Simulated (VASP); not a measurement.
Write the native input for VASP 6.6.1 that does the following.

```
Task                   : single point
Functional             : PBEsol
Potentials or basis    : VASP PAW PBE potentials, release 64 (Cu)
Cutoff                 : 600 eV
k mesh                 : 8 × 8 × 8
Occupations            : gaussian, width 0.1 eV
Spin                   : no spin polarisation
Dipole correction      : no
Further INCAR settings : ALGO = Normal; EDIFF = 1e-06; NBANDS = 12
```

The structure of Cu lies in POSCAR:

```
Cu
1.0
    0.0000000000      1.7851095785      1.7851095785
    1.7851095785      0.0000000000      1.7851095785
    1.7851095785      1.7851095785      0.0000000000
Cu
1
Direct
    0.0000000000      0.0000000000      0.0000000000
```

One way to write it, as run:

INCAR

```
  PREC = Accurate
  ENCUT = 600
  EDIFF = 1E-6
  ISMEAR = 0
  SIGMA = 0.1
  LREAL = F
  LASPH = T
  NELM = 120
  ALGO = Normal
  ISIF = 2
  LWAVE = F
  LCHARG = F
  GGA = PS
  NBANDS = 12
  GGA_COMPAT = F
```

KPOINTS

```
Automatic mesh
0
Gamma
  8 8 8
```

Potentials or basis: VASP PAW PBE potentials, release 64 (Cu).

Command:

```bash
$ cat potpaw_PBE.64/Cu/POTCAR > POTCAR
$ mpirun -np 1 vasp_std > vasp.out
```

It gave:

| Property | Result |
| --- | --- |
| Pressure | 0.8 GPa |

Caveat: the k points lie up to 0.38 Å⁻¹ apart; the PAW data sets were made with another functional, which shifts forces and pressure a little.

It took 9.4 s on 1 thread of Intel Xeon 8259CL (shared host), peak memory 0.12 GiB.
